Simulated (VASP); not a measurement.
A run of VASP 6.6.1 is set up as follows.

INCAR

```
SYSTEM = Cr
PREC = Accurate ; ENCUT = 520
EDIFF = 1E-6 ; ISMEAR = -1
SIGMA = 0.08 ; LREAL = .FALSE.
LASPH = .TRUE. ; NELM = 150
ALGO = Normal ; ISIF = 2
LWAVE = .FALSE. ; LCHARG = .FALSE.
ISPIN = 2 ; MAGMOM = 3 3 3 3
LORBIT = 11 ; LMAXMIX = 4
GGA = PS ; NBANDS = 36
```

KPOINTS

```
Automatic mesh
0
G
  4 8 4
  0 0 0
```

POSCAR

```
Cr
1.0
    5.4280000000      0.0000000000      0.0000000000
   -1.3570000000      2.3503929459      0.0000000000
    0.0000000000      0.0000000000      4.4100000000
Cr
4
Direct
    0.1664285200      0.6628474625      0.2631512472
    0.6730224797      0.6611754016      0.2455090703
    0.3313489753      0.3409655400      0.7408156463
    0.8292000365      0.3350116419      0.7505240363
```

Potentials or basis: VASP PAW PBE potentials, release 64 (Cr_pv).

Run with:

```bash
$ cat potpaw_PBE.64/Cr_pv/POTCAR > POTCAR
$ mpirun -np 1 vasp_std > vasp.out
```

Q: What does it give for the net moment?

A: 2.80 μB per cell.

Q: Estimate the pressure.

A: -32.3 GPa.

Forces in eV/Å, atoms in the order of the input:
```
Cr   0.072 -0.011 -0.185
Cr   0.030 -0.037 -0.061
Cr  -0.043  0.054  0.196
Cr  -0.059 -0.006  0.050
```

Caveat: the stress differs along the axes, from -34 to -28 GPa; the PAW data sets were made with another functional, which shifts forces and pressure a little.
